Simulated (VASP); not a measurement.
A run of VASP 6.6.1 is set up as follows.

Contents of INCAR:

```
  PREC = Accurate
  ENCUT = 520
  EDIFF = 1E-6
  ISMEAR = 0
  SIGMA = 0.02
  LREAL = F
  LASPH = T
  NELM = 150
  ALGO = Normal
  ISIF = 2
  LWAVE = F
  LCHARG = F
  ISPIN = 2
  MAGMOM = 2 0
  LORBIT = 11
  LMAXMIX = 4
  GGA = PE
  IVDW = 12
  NBANDS = 18
```

The input KPOINTS:

```
regular mesh
0
Gamma
  11 11 11
```

The input POSCAR:

```
CoO
1.0
    1.5054695445      0.8691832468      2.4399269062
   -1.5054695445      0.8691832468      2.4399269062
    0.0000000000     -1.7383664936      2.4399269062
Co O
1 1
Direct
    0.0000000000      0.0000000000      0.0000000000
    0.5000000000      0.5000000000      0.5000000000
```

Potentials or basis: VASP PAW PBE potentials, release 64 (Co, O).

Run with:

```sh
$ cat potpaw_PBE.64/Co/POTCAR potpaw_PBE.64/O/POTCAR > POTCAR
$ mpirun -np 1 vasp_std > vasp.out
```

Problem. Predict the dispersion energy per atom.

Solution. -0.252 eV.

Problem. Estimate the net moment.

Solution. 2.89 μB per cell.

Stress tensor (GPa, compression positive):
```
59.60  0.00  0.00
 0.00 59.60  0.00
 0.00  0.00 59.33
```

Caveat: a cell with one magnetic atom can't hold antiferromagnetic order, which such compounds often take; pairwise dispersion overbinds metals, which lowers pressure and volume.
